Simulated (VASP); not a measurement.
# NbC: electric field gradients with PBEsol

Crystal: NbC.

```
CELL_PARAMETERS angstrom
0.00000 2.15600 2.20000
2.15600 0.00000 2.20000
2.15600 2.15600 0.00000
ATOMIC_POSITIONS crystal
Nb 0.00000 0.00000 0.00000
C 0.50000 0.50000 0.50000
```

This cell differs from its parent crystal: equal xx and yy strain of -2 %.

```yaml
Program: VASP 6.6.1
Task: electric field gradients
Functional: PBEsol
Potentials_or_basis: VASP PAW PBE potentials, release 64 (Nb_sv, C)
Cutoff: 520 eV
k_mesh: 14 × 14 × 14
Occupations: fermi-dirac, width 0.08 eV
Spin: no spin polarisation
Dipole_correction: no
Further_INCAR_settings: ALGO = Normal; EDIFF = 1e-08; NBANDS = 16
```

| Quantity | Value |
| --- | --- |
| Pressure | 27.6 GPa |
| Band gap on the k mesh | zero (an odd number of electrons rules out a gap without spin polarisation) |
| Largest electric field gradient by atom | Nb +41.1; C +3.4 V/Å² |

Stress tensor (GPa, compression positive):
```
32.92  0.00  0.00
 0.00 32.92  0.00
 0.00  0.00 17.00
```

Levels at points of the mesh, in eV from the Fermi level:
```csv
k point,band 5,band 6,band 7,band 8,band 9,band 10,band 11,band 12,band 13,band 14
"(0.00, 0.00, 0.00)",-13.92,-1.69,-1.45,-1.45,-0.41,-0.27,-0.27,0.25,0.52,8.67
"(0.50, 0.00, 0.00)",-9.68,-8.18,-5.67,-5.63,2.36,2.52,4.05,5.93,9.70,10.21
"(0.50, 0.50, 0.00)",-12.66,-4.74,-4.03,-1.24,-1.24,2.26,3.71,3.71,7.39,11.24
"(0.50, 0.00, 0.50)",-12.66,-4.77,-3.75,-1.45,-1.30,2.27,3.59,3.84,7.70,11.10
```

Electric field gradients, principal values (V/Å²):
| atom | least | middle | greatest (by size) |
| --- | --- | --- | --- |
| 1 Nb | -20.560 | -20.561 | 41.122 |
| 2 C | -1.695 | -1.695 | 3.391 |

It took 110 s on 1 thread of Intel Xeon 8259CL, on a shared host, peak memory 0.2 GiB.

Caveat: the cell differs from its parent crystal (equal xx and yy strain of -2 %); the stress differs along the axes, from 17 to 33 GPa; without QUAD_EFG the Cq values of the log hold for a quadrupole moment of 1 mb, not for the nuclei; the PAW data sets were made with another functional, which shifts forces and pressure a little; an odd number of electrons without spin polarisation forces a metal; a magnetic or distorted state may lie lower.
